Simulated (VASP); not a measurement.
Wanted: the native input for a VASP 6.6.1 run.

- Task: single point
- Functional: PBE
- Potentials or basis: VASP PAW PBE potentials, release 64 (W_sv, C)
- Cutoff: 600 eV
- k mesh: 5 × 5 × 2
- Occupations: gaussian, width 0.2 eV
- Spin: no spin polarisation
- Dipole correction: no
- Further INCAR settings: ALGO = Normal; EDIFF = 1e-06; NBANDS = 36

The structure of WC lies in POSCAR:

```
WC
1.0
    3.0692942590     -0.0000000025      0.0000000000
   -1.5346471273      2.6580868013      0.0000000000
    0.0000000000      0.0000000000      7.7208942868
W C
3 3
Direct
    0.6670544670      0.0000000000      0.6666666667
    0.0000000000      0.6670544670      0.3333333333
    0.3329455330      0.3329455330      0.0000000000
    0.6665377149      0.0000000000      0.1666666667
    0.0000000000      0.6665377149      0.8333333333
    0.3334622851      0.3334622851      0.5000000000
```

One way to write it, as run:

INCAR

```
SYSTEM = WC
PREC = Accurate
ENCUT = 600
EDIFF = 1E-6
ISMEAR = 0
SIGMA = 0.2
LREAL = .FALSE.
LASPH = .TRUE.
NELM = 120
ALGO = Normal
ISIF = 2
LWAVE = .FALSE.
LCHARG = .TRUE.
GGA = PE
LELF = .TRUE.
LVHAR = .TRUE.
NBANDS = 36
GGA_COMPAT = .FALSE.
```

KPOINTS

```
regular mesh
0
G
  5 5 2
  0 0 0
```

Potentials or basis: VASP PAW PBE potentials, release 64 (W_sv, C).

Run with:

```bash
$ cat potpaw_PBE.64/W_sv/POTCAR potpaw_PBE.64/C/POTCAR > POTCAR
$ mpirun -np 1 vasp_std > vasp.out
```

Results of the run:

```yaml
Pressure: 0.7 GPa
Band_gap_on_the_k_mesh: zero (band 27 reaches 13.08 eV, above the bottom of band 28 at 10.78 eV)
```

Caveat: the k points lie up to 0.47 Å⁻¹ apart; spin-orbit coupling is left out, which moves the levels of the heavy elements.

It took 20 s on 1 thread of AMD EPYC 9R45 96-Core Processor (Zen 5), on a shared host, peak memory 0.18 GiB.
